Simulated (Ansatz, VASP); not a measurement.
**One calculation of ZnS, two programs**

POSCAR

```
ZnS
1.0
   -2.7046500000     -2.7046500000      0.0000000000
    2.7046500000     -2.7046500000      0.0000000000
    0.0000000000      0.0000000000     10.5186000000
Zn S
4 4
Direct
    0.0000000000      0.0000000000      0.9642383492
    0.5000000000      0.5000000000      0.1928476698
    0.0000000000      0.0000000000      0.4499778963
    0.5000000000      0.5000000000      0.7071081228
    0.5000000000      0.0000000000      0.3214127831
    0.0000000000      0.5000000000      0.5785430095
    0.5000000000      0.0000000000      0.8356732360
    0.0000000000      0.5000000000      0.0642825566
```

The input INCAR.step1:

```
SYSTEM = ZnS
PREC = Accurate ; ENCUT = 520
ISMEAR = 0 ; SIGMA = 0.05
LREAL = .FALSE. ; LASPH = .TRUE.
NELM = 60 ; NBANDS = 46
GGA = PE ; ALGO = Normal
EDIFF = 1E-4 ; LWAVE = .TRUE.
LCHARG = .FALSE.
```

File INCAR.step2:

```
SYSTEM = ZnS
PREC = Accurate ; ENCUT = 520
EDIFF = 1E-6 ; ISMEAR = 0
SIGMA = 0.05 ; LREAL = .FALSE.
LASPH = .TRUE. ; NELM = 60
ALGO = Normal ; ISIF = 2
LWAVE = .FALSE. ; LCHARG = .FALSE.
METAGGA = R2SCAN ; LMIXTAU = .TRUE.
NBANDS = 46 ; ISTART = 1
```

The input KPOINTS:

```
Automatic mesh
0
G
  6 6 2
  0 0 0
```

Input for Ansatz:

```yaml
crystal:
  lattice:
    - [-2.70465, -2.70465, 0.0]
    - [2.70465, -2.70465, 0.0]
    - [0.0, 0.0, 10.5186]
  atoms:
    - { symbol: Zn, position: [0.0, 0.0, 0.9642383492] }
    - { symbol: Zn, position: [0.5, 0.5, 0.1928476698] }
    - { symbol: Zn, position: [0.0, 0.0, 0.4499778963] }
    - { symbol: Zn, position: [0.5, 0.5, 0.7071081228] }
    - { symbol: S, position: [0.5, 0.0, 0.3214127831] }
    - { symbol: S, position: [0.0, 0.5, 0.5785430095] }
    - { symbol: S, position: [0.5, 0.0, 0.835673236] }
    - { symbol: S, position: [0.0, 0.5, 0.0642825566] }
basis:
  ecutwfc: 500
kpoints:
  mp_grid: { grid: [6, 6, 2] }
hamiltonian:
  xc: r2scan
scf:
  occupations: { method: gaussian, width: 0.05 }
output:
  forces: true
  stress: true
  eigenvalues: true
  write_density: true
  write_potential: true
  elf: true
  volumetric_format: npy
```

Alike in both runs: task single point; functional r2SCAN; k mesh 6 × 6 × 2; occupations gaussian, width 0.05 eV; no spin polarisation.

```csv
,VASP,Ansatz
version,VASP 6.6.1,Ansatz 0.2.0
potentials or method,"VASP PAW PBE potentials, release 64 (Zn, S), cutoff 520 eV","scalar-relativistic, plane waves, PAW"
valence electrons in the cell,72,72
```

|  | VASP | Ansatz | Ansatz less VASP |
| --- | --- | --- | --- |
| gap on the k mesh at the Fermi level (eV) | 2.69 | 2.68 | -0.012 |
| least direct gap on the mesh (eV) | 2.69 | 2.68 | -0.012 |
| pressure (GPa) | 1.8 | 1.8 | -0.05 |
| traceless stress, the component that is largest in VASP (GPa) | -1.48 | -1.47 | +0.004 |
| rms of the force components (eV/Å) | 0.479 | 0.475 | -0.0048 |

VASP's potentials were made for PBE, not for r2SCAN. Atom by atom the forces differ by 0.005 eV/Å (rms over components). With one functional, cell and mesh, what is left measures potentials, basis and numerics.
